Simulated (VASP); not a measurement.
# Al2GaN3 (Cm) in VASP: a series of runs

Al2GaN3 is run at these levels: PBEsol; tasks: single point, relaxation of cell and atoms.

Program: VASP 6.6.1. These are calculated values, not measurements. Logs are shortened: lines on timing, memory, paths and dates and some standing lists are left out, and cuts for length are marked.

## (1) The cell of the first run

The structure is monoclinic, space group Cm (No. 8). The conventional cell has a = 11.716 Å, b = 3.198 Å, c = 7.328 Å, α = 90.00°, β = 105.18°, γ = 90.00°. Within 2.5 Å of Al (site symmetry m) lie 4 N at 1.90 to 1.93 Å. Within 2.5 Å of Al (site symmetry m) lie 4 N at 1.91 to 1.92 Å. Al (site symmetry m) has 4 N at 1.90 to 1.93 Å within 2.5 Å. Al (site symmetry m) has 4 N at 1.90 to 1.92 Å within 2.5 Å. Within 2.6 Å of Ga (site symmetry m) lie 4 N at 1.95 to 1.97 Å. Ga (site symmetry m) has 4 N at 1.95 to 1.98 Å within 2.6 Å. Within 2.5 Å of N (site symmetry m) lie 3 Al at 1.90 to 1.92 Å and 1 Ga at 1.97 Å. N (site symmetry m) has 3 Al at 1.90 to 1.92 Å and 1 Ga at 1.98 Å within 2.5 Å.

## (2) Single point, PBEsol (biaxial strain in the a-b plane: +2.0 %, then relaxed in part)

INCAR

```
SYSTEM = Al2GaN3
PREC = Accurate
ENCUT = 520
EDIFF = 1E-6
ISMEAR = 0
SIGMA = 0.02
LREAL = .FALSE.
LASPH = .TRUE.
NELM = 100
ALGO = Normal
ISIF = 2
LWAVE = .FALSE.
LCHARG = .FALSE.
GGA = PS
NBANDS = 46
```

KPOINTS

```
regular mesh
0
G
  8 8 4
  0 0 0
```

POSCAR

```
Al2GaN3
1.0
    5.8580692680     -1.5992351560      0.0069249084
    5.8580692680      1.5992351560      0.0069249084
   -1.9268413445      0.0000000000      7.0696863322
Al Ga N
4 2 6
Direct
    0.9442296708      0.9442296708      0.3896305375
    0.8891298440      0.8891298440      0.7777347164
    0.2232499431      0.2232499431      0.4455342200
    0.5545247336      0.5545247336      0.1140563147
    0.2773207488      0.2773207488      0.0582207528
    0.6096978263      0.6096978263      0.7223582314
    0.1467341232      0.1467341232      0.1823592047
    0.4805160238      0.4805160238      0.8499286809
    0.8171937053      0.8171937053      0.5123509257
    0.7650161780      0.7650161780      0.9027122484
    0.0958263938      0.0958263938      0.5656940895
    0.4319258093      0.4319258093      0.2442210681
```

Potentials or basis: VASP PAW PBE potentials, release 64 (Al, Ga_d, N).

Started as:

```sh
$ cat potpaw_PBE.64/Al/POTCAR potpaw_PBE.64/Ga_d/POTCAR potpaw_PBE.64/N/POTCAR > POTCAR
$ mpirun -np 1 vasp_std > vasp.out
```

OUTCAR:

```text
SYSTEM = Al2GaN3
   PREC = Accurate
   ENCUT = 520
   EDIFF = 1E-6
   ISMEAR = 0
   LREAL = .FALSE.
   LASPH = .TRUE.
   NELM = 100
   ISIF = 2
   GGA = PS

 ion  position               nearest neighbor table
   1  0.944  0.944  0.390-  11 1.90  12 1.91  12 1.91   9 1.93   2 3.08   4 3.11   4 3.11   6 3.13
                             6 3.13   5 3.13   5 3.13   3 3.16   3 3.16   3 3.19
   2  0.889  0.889  0.778-   9 1.91  10 1.91   8 1.92   8 1.92   1 3.08   3 3.13   3 3.13   4 3.14
                             4 3.14
   3  0.223  0.223  0.446-   7 1.90  11 1.92   9 1.93   9 1.93   5 3.07   2 3.13   2 3.13   4 3.14
                             4 3.14   6 3.14   6 3.14   1 3.16   1 3.16   1 3.19
   4  0.555  0.555  0.114-   8 1.90  12 1.92   7 1.92   7 1.92   6 3.10   1 3.11   1 3.11   3 3.14
                             3 3.14   2 3.14   2 3.14
   5  0.277  0.277  0.058-  10 1.95  10 1.95  12 1.96   7 1.97   3 3.07   1 3.13   1 3.13
   6  0.610  0.610  0.722-  10 1.95  11 1.95  11 1.95   8 1.98   4 3.10   1 3.13   1 3.13   3 3.14
                             3 3.14
   7  0.147  0.147  0.182-   3 1.90   4 1.92   4 1.92   5 1.97
   8  0.481  0.481  0.850-   4 1.90   2 1.92   2 1.92   6 1.98
   9  0.817  0.817  0.512-   2 1.91   1 1.93   3 1.93   3 1.93
  10  0.765  0.765  0.903-   2 1.91   5 1.95   5 1.95   6 1.95
  11  0.096  0.096  0.566-   1 1.90   3 1.92   6 1.95   6 1.95
  12  0.432  0.432  0.244-   1 1.91   1 1.91   4 1.92   5 1.96

  LATTYP: Found a base centered monoclinic cell.
 ALAT       =    11.7161467220
 B/A-ratio  =     0.2729967785
 C/A-ratio  =     0.6254243285
 COS(beta)  =    -0.2618173019

  Lattice vectors:

 A1 = (   5.8580692680,  -1.5992351560,   0.0069249084)
 A2 = (   5.8580692680,   1.5992351560,   0.0069249084)
 A3 = (  -1.9268413445,   0.0000000000,   7.0696863322)

Analysis of symmetry for initial positions (statically):
=====================================================================
 Subroutine PRICEL returns:
 Original cell was already a primitive cell.

 Routine SETGRP: Setting up the symmetry group for a
 base centered monoclinic supercell.

 Subroutine GETGRP returns: Found  2 space group operations
 (whereof  2 operations were pure point group operations)
 out of a pool of  4 trial point group operations.

The static configuration has the point symmetry C_1h.

Analysis of symmetry for dynamics (positions and initial velocities):
=====================================================================
 Subroutine PRICEL returns:
 Original cell was already a primitive cell.

 Routine SETGRP: Setting up the symmetry group for a
 base centered monoclinic supercell.

 Subroutine GETGRP returns: Found  2 space group operations
 (whereof  2 operations were pure point group operations)
 out of a pool of  4 trial point group operations.

The dynamic configuration has the point symmetry C_1h.

 Subroutine INISYM returns: Found  2 space group operations
 (whereof  2 operations are pure point group operations),
 and found     1 'primitive' translations

----------------------------------------------------------------------------------------

                                     Primitive cell

  volume of cell :     132.5064

  direct lattice vectors                    reciprocal lattice vectors
     5.858069268 -1.599235156  0.006924908     0.085324863 -0.312649455  0.023255271
     5.858069268  1.599235156  0.006924908     0.085324863  0.312649455  0.023255271
    -1.926841345  0.000000000  7.069686332    -0.000167155  0.000000000  0.141403433

  length of vectors
     6.072444037  6.072444037  7.327563197     0.324916638  0.324916638  0.141403532

  position of ions in fractional coordinates (direct lattice)
     0.944229671  0.944229671  0.389630537
     0.889129844  0.889129844  0.777734716
     0.223249943  0.223249943  0.445534220
     0.554524734  0.554524734  0.114056315
     0.277320749  0.277320749  0.058220753
     0.609697826  0.609697826  0.722358231
     0.146734123  0.146734123  0.182359205
     0.480516024  0.480516024  0.849928681
     0.817193705  0.817193705  0.512350926
     0.765016178  0.765016178  0.902712248
     0.095826394  0.095826394  0.565694089
     0.431925809  0.431925809  0.244221068

  ion indices of the primitive-cell ions
   primitive index   ion index
                 1           1
                 2           2
                 3           3
                 4           4
                 5           5
                 6           6
                 7           7
                 8           8
                 9           9
                10          10
                11          11
                12          12

----------------------------------------------------------------------------------------

 KPOINTS: regular mesh

Automatic generation of k-mesh.
 Grid dimensions read from file:
 generate k-points for:    8    8    4

 Generating k-lattice:

  Cartesian coordinates                     Fractional coordinates (reciprocal lattice)
     0.010665608 -0.039081182  0.002906909     0.125000000 -0.000000000  0.000000000
     0.010665608  0.039081182  0.002906909    -0.000000000  0.125000000  0.000000000
    -0.000041789  0.000000000  0.035350858     0.000000000  0.000000000  0.250000000

  Length of vectors
     0.040614580  0.040614580  0.035350883

  Shift w.r.t. Gamma in fractional coordinates (k-lattice)
     0.000000000  0.000000000  0.000000000

 Subroutine IBZKPT returns following result:
 ===========================================

 Found     78 irreducible k-points:

 Following reciprocal coordinates:
            Coordinates               Weight
  0.000000  0.000000  0.000000      1.000000
  0.125000  0.000000 -0.000000      4.000000
  0.250000  0.000000 -0.000000      4.000000
  0.375000  0.000000 -0.000000      4.000000
  0.500000  0.000000 -0.000000      2.000000
  0.125000  0.125000 -0.000000      2.000000
[... 16 lines left out ...]
  0.125000  0.000000  0.250000      4.000000
  0.250000 -0.000000  0.250000      4.000000
 [... further k-points ...]
   k-points           NKPTS =     78   k-points in BZ     NKDIM =     78   number of bands    NBANDS=     46
   number of dos      NEDOS =    301   number of ions     NIONS =     12
   total plane-waves  NPLWV = 124416
   dimension x,y,z NGX =    48 NGY =   48 NGZ =   54
   dimension x,y,z NGXF=    96 NGYF=   96 NGZF=  108
   ions per type =               4   2   6
   NGX,Y,Z   is equivalent  to a cutoff of  13.14, 13.14, 12.25 a.u.
   NGXF,Y,Z  is equivalent  to a cutoff of  26.28, 26.28, 24.50 a.u.
 SYSTEM =  Al2GaN3
   PREC   = accura    normal or accurate (medium, high low for compatibility)
   ISTART =      0    job   : 0-new  1-cont  2-samecut
   ICHARG =      2    charge: 1-file 2-atom 10-const
   ISPIN  =      1    spin polarized calculation?
   LNONCOLLINEAR =      F non collinear calculations
   LSORBIT =      F    spin-orbit coupling
   LASPH  =      T    aspherical Exc in radial PAW
   ENCUT  =  520.0 eV  38.22 Ry    6.18 a.u.  11.29 11.29 13.62*2*pi/ulx,y,z
   NELM   =    100;   NELMIN=  2; NELMDL= -5     # of ELM steps
   EDIFF  = 0.1E-05   stopping-criterion for ELM
   LREAL  =      F    real-space projection
   EDIFFG = 0.1E-04   stopping-criterion for IOM
   NSW    =      0    number of steps for IOM
   IBRION =     -1    ionic relax: 0-MD 1-quasi-New 2-CG
   NFREE  =      0    steps in history (QN), initial steepest desc. (CG)
   ISIF   =      2    stress and relaxation
   ISYM   =      2    0-nonsym 1-usesym 2-fastsym
   POTIM  = 0.5000    time-step for ionic-motion
   TEBEG  =    0.0;   TEEND  =   0.0 temperature during run
   PSTRESS=    0.0 pullay stress
   NELECT =      68.0000    total number of electrons
   NUPDOWN=      -1.0000    fix difference up-down
   EMIN   =  10.00;   EMAX   =-10.00  energy-range for DOS
   EFERMI =   0.00;   METHOD = LEGACY
   ISMEAR =     0;   SIGMA  =   0.02  broadening in eV -4-tet -1-fermi 0-gaus
   EFERMI_NEDOS =   21; number of points for ismear=-14 and -15
   IALGO  =     38    algorithm
   IMIX   =      4    mixing-type and parameters
     AMIX     =   0.40;   BMIX     =  1.00
     AMIX_MAG =   1.60;   BMIX_MAG =  1.00
  volume/ion in A,a.u.               =      11.04        74.52
  Fermi-wavevector in a.u.,A,eV,Ry     =   1.310687  2.476838 23.373438  1.717899
  Thomas-Fermi vector in A             =   2.441200
   LORBIT       =      0    0 simple, 1 ext, 2 COOP (PROOUT), +10 PAW based schemes
   GGA     = PS    functional components
   LHFCALC =     F    Hartree Fock is set to
   AEXX    =    0.0000 exact exchange contribution
   IVDW    =     0    specifies the selected vdW correction
   LEPSILON=     F    determine dielectric tensor
   LRPA    =     F    only Hartree local field effects (RPA)
 non-spin polarized calculation
 Gauss-broadening in eV      SIGMA  =   0.02
  energy-cutoff  :      520.00
  volume of cell :      132.51
 maximum number of plane-waves:      3590
 NGX is ok and might be reduce to    48
   NGX = 23   NGY = 23   NGZ = 27

 number of electron      68.0000001 magnetization

 Free energy of the ion-electron system (eV)
  ---------------------------------------------------
  ext. energy  EPLUGINS =         0.00000000
  ---------------------------------------------------
  free energy    TOTEN  =       -88.70544960 eV

  energy without entropy =      -88.70544960  energy(sigma->0) =      -88.70544960

 E-fermi :   5.6813     XC(G=0): -11.2754

 val. band max:        5.5788534745   @ k =   0.0000   0.0000   0.0000
 cond. band min:       8.5491769658   @ k =   0.0000   0.0000   0.0000
 fundamental gap:      2.9703234913
 Fermi energy:         5.6812759378

 k-point     1 :       0.0000    0.0000    0.0000
  band No.  band energies     occupation
      1      -9.7842      2.00000
      2      -8.8888      2.00000
      3      -8.5682      2.00000
      4      -8.3482      2.00000
      5      -8.2214      2.00000
      6      -7.7686      2.00000
[... 38 lines left out ...]
     45      15.2144      0.00000
     46      15.9279      0.00000

 k-point     2 :       0.1250    0.0000   -0.0000
  band No.  band energies     occupation
      1      -9.6466      2.00000
      2      -8.8597      2.00000
      3      -8.5345      2.00000
      4      -8.3024      2.00000
      5      -8.1946      2.00000
      6      -7.7184      2.00000
[... 38 lines left out ...]
     45      14.8537      0.00000
     46      15.1362      0.00000

 k-point     3 :       0.2500    0.0000   -0.0000
  band No.  band energies     occupation
      1      -9.2874      2.00000
      2      -8.7892      2.00000
      3      -8.4615      2.00000
      4      -8.2067      2.00000
      5      -8.1195      2.00000
      6      -7.6194      2.00000
[... 38 lines left out ...]
     45      14.4221      0.00000
     46      14.7759      0.00000

 k-point     4 :       0.3750    0.0000   -0.0000
  band No.  band energies     occupation
      1      -8.9369      2.00000
      2      -8.6806      2.00000
      3      -8.3591      2.00000
      4      -8.1231      2.00000
      5      -8.0502      2.00000
      6      -7.5073      2.00000
[... 920 lines left out ...]
     45      14.9557      0.00000
     46      15.7033      0.00000

 k-point    23 :       0.1250    0.0000    0.2500
  band No.  band energies     occupation
      1      -9.5339      2.00000
      2      -8.9934      2.00000
      3      -8.5758      2.00000
      4      -8.3256      2.00000
      5      -8.2349      2.00000
      6      -7.6760      2.00000
[... 38 lines left out ...]
     45      14.6978      0.00000
     46      14.8936      0.00000

 k-point    24 :       0.2500   -0.0000    0.2500
  band No.  band energies     occupation
      1      -9.1953      2.00000
      2      -8.8569      2.00000
      3      -8.4829      2.00000
      4      -8.2200      2.00000
      5      -8.1690      2.00000
      6      -7.6030      2.00000
[... 38 lines left out ...]
     45      14.4652      0.00000
     46      14.7835      0.00000

 [... further k-points ...]

------------------------ aborting loop because EDIFF is reached ----------------------------------------

  FORCE on cell =-STRESS in cart. coord.  units (eV):
  Direction    XX          YY          ZZ          XY          YZ          ZX
  --------------------------------------------------------------------------------------
  -------------------------------------------------------------------------------------
  Total       -5.7521570     -6.1208601     -0.0525959      0.0000000      0.0000000     -0.0098340
  in kB      -69.5511699    -74.0092771     -0.6359537      0.0000000      0.0000000     -0.1189058
  external PRESSURE =     -48.0654669 kB  Pullay stress =       0.0000000 kB

 VOLUME and BASIS-vectors are now :
 -----------------------------------------------------------------------------
  energy-cutoff  :      520.00
  volume of cell :      132.51
      direct lattice vectors                 reciprocal lattice vectors
     5.858069268 -1.599235156  0.006924908     0.085324863 -0.312649455  0.023255271
     5.858069268  1.599235156  0.006924908     0.085324863  0.312649455  0.023255271
    -1.926841345  0.000000000  7.069686332    -0.000167155  0.000000000  0.141403433

 POSITION                                       TOTAL-FORCE (eV/Angst)
 -----------------------------------------------------------------------------------
     10.31197      0.00000      2.76764         0.000056      0.000000      0.000091
      8.91860      0.00000      5.51065         0.000682      0.000000      0.001430
      1.75715      0.00000      3.15288         0.000787      0.000000      0.004015
      6.27712      0.00000      0.81402         0.001019      0.000000      0.002195
      3.13695      0.00000      0.41544         0.001878      0.000000     -0.005210
      5.75143      0.00000      5.11529         0.004714      0.000000     -0.002921
      1.36778      0.00000      1.29125         0.002324      0.000000     -0.004572
      3.99211      0.00000      6.01538         0.003279      0.000000     -0.004369
      8.58714      0.00000      3.63348         0.000795      0.000000     -0.003589
      7.22365      0.00000      6.39249        -0.009079      0.000000      0.005773
      0.03271      0.00000      4.00061        -0.001017      0.000000      0.010505
      4.58993      0.00000      1.73255        -0.005438      0.000000     -0.003349
 -----------------------------------------------------------------------------------
    total drift:                                0.001917     -0.000000      0.000265

  FREE ENERGIE OF THE ION-ELECTRON SYSTEM (eV)
  ---------------------------------------------------
  free  energy   TOTEN  =       -88.7054495973 eV

  energy  without entropy=      -88.7054495973  energy(sigma->0) =      -88.70544960
```

It took 11 min on 1 thread of Intel Xeon Platinum 8259CL at 2.50GHz (Skylake/Cascade Lake), shared host; peak memory 0.59 GiB.

What came out:

* Free energy: -88.7054 eV
* Pressure: -4.8 GPa
* Largest force: 0.011 eV/Å
* Band gap on the k mesh: 2.97 eV

Forces in eV/Å, atoms in the order of the input:
```
Al   0.000  0.000  0.000
Al   0.001  0.000  0.001
Al   0.001  0.000  0.004
Al   0.001  0.000  0.002
Ga   0.002  0.000 -0.005
Ga   0.005  0.000 -0.003
N    0.002  0.000 -0.005
N    0.003  0.000 -0.004
N    0.001  0.000 -0.004
N   -0.009  0.000  0.006
N   -0.001  0.000  0.011
N   -0.005  0.000 -0.003
```

Stress tensor (GPa, compression positive):
```
-6.96  0.00 -0.01
 0.00 -7.40  0.00
-0.01  0.00 -0.06
```

Caveat: the cell differs from its parent crystal (biaxial strain in the a-b plane: +2.0 %, then relaxed in part); the stress differs along the axes, from -7 to -0 GPa; the PAW data sets were made with another functional, which shifts forces and pressure a little.

## (3) Single point, PBEsol

This run uses another cell than the first one, of 10.88 Å³/atom.

INCAR

```
PREC     = Accurate       # precision mode
ENCUT    = 520            # plane-wave cutoff, eV
EDIFF    = 1E-7           # SCF threshold, eV
ISMEAR   = 0              # smearing method
SIGMA    = 0.02           # smearing width, eV
LREAL    = F              # projectors in reciprocal space
LASPH    = T              # aspherical terms in the spheres
NELM     = 100            # most SCF steps
ALGO     = Normal         # electronic algorithm
ISIF     = 2              # what is computed and relaxed
LWAVE    = F              # write WAVECAR
LCHARG   = F              # write CHGCAR
GGA      = PS             # functional
NBANDS   = 46             # bands
```

KPOINTS

```
Automatic mesh
0
Gamma
  8 8 4
```

POSCAR

```
Al2GaN3
1.0
    5.7642743452     -1.5732973843      0.0003596270
    5.7642743452      1.5732973843      0.0003596270
   -1.9038616678      0.0000000000      7.2007584802
Al Ga N
4 2 6
Direct
    0.9441896567      0.9441896567      0.3892457846
    0.8889131829      0.8889131829      0.7767427621
    0.2230765295      0.2230765295      0.4445204690
    0.5540669979      0.5540669979      0.1130299197
    0.2771033535      0.2771033535      0.0575968140
    0.6096548022      0.6096548022      0.7217951219
    0.1476626573      0.1476626573      0.1849797460
    0.4816629480      0.4816629480      0.8524173772
    0.8183169746      0.8183169746      0.5150605282
    0.7643994798      0.7643994798      0.9017259072
    0.0952791576      0.0952791576      0.5647387328
    0.4310392601      0.4310392601      0.2429478273
```

Potentials or basis: VASP PAW PBE potentials, release 64 (Al, Ga_d, N).

Started as:

```sh
$ cat potpaw_PBE.64/Al/POTCAR potpaw_PBE.64/Ga_d/POTCAR potpaw_PBE.64/N/POTCAR > POTCAR
$ mpirun -np 1 vasp_std > vasp.out
```

It took 26 min on 1 thread of Intel Xeon 8259CL, shared host; peak memory 0.6 GiB.

It converged, with:

```yaml
Free_energy: -88.8138 eV
Pressure: -2.1 GPa
Largest_force: 0.012 eV/Å
Band_gap_on_the_k_mesh: 3.19 eV
```

Forces on the atoms (eV/Å):
```
Al   0.000  0.000  0.000
Al  -0.002  0.000  0.000
Al   0.001  0.000  0.001
Al   0.000  0.000 -0.001
Ga   0.003  0.000 -0.008
Ga   0.007  0.000 -0.001
N    0.004  0.000 -0.002
N    0.005  0.000 -0.003
N    0.002  0.000 -0.001
N   -0.010  0.000  0.006
N   -0.003  0.000  0.011
N   -0.006  0.000 -0.003
```

Levels at points of the mesh, in eV from the valence-band top:
| k point | band 30 | band 31 | band 32 | band 33 | band 34 | band 35 | band 36 | band 37 | band 38 | band 39 |
| --- | --- | --- | --- | --- | --- | --- | --- | --- | --- | --- |
| (0.00, 0.00, 0.00) | -0.91 | -0.86 | -0.06 | -0.01 | 0.00 | 3.19 | 5.04 | 5.28 | 5.70 | 5.90 |
| (0.50, 0.00, 0.00) | -1.66 | -1.51 | -1.42 | -1.30 | -1.26 | 4.68 | 5.05 | 5.46 | 5.69 | 6.82 |
| (0.50, 0.50, 0.00) | -0.92 | -0.81 | -0.66 | -0.54 | -0.37 | 5.20 | 5.27 | 5.54 | 5.89 | 6.75 |
| (0.00, 0.00, 0.50) | -1.27 | -0.51 | -0.42 | -0.30 | -0.11 | 4.58 | 4.65 | 5.03 | 5.10 | 6.78 |
| (0.50, 0.00, 0.50) | -1.92 | -1.86 | -1.04 | -0.91 | -0.75 | 5.24 | 5.37 | 5.54 | 5.72 | 6.49 |
| (0.50, 0.50, 0.50) | -0.73 | -0.69 | -0.63 | -0.27 | -0.20 | 5.02 | 5.10 | 5.54 | 5.81 | 6.46 |

Caveat: the PAW data sets were made with another functional, which shifts forces and pressure a little.

(Continued in part 2 of 3.)
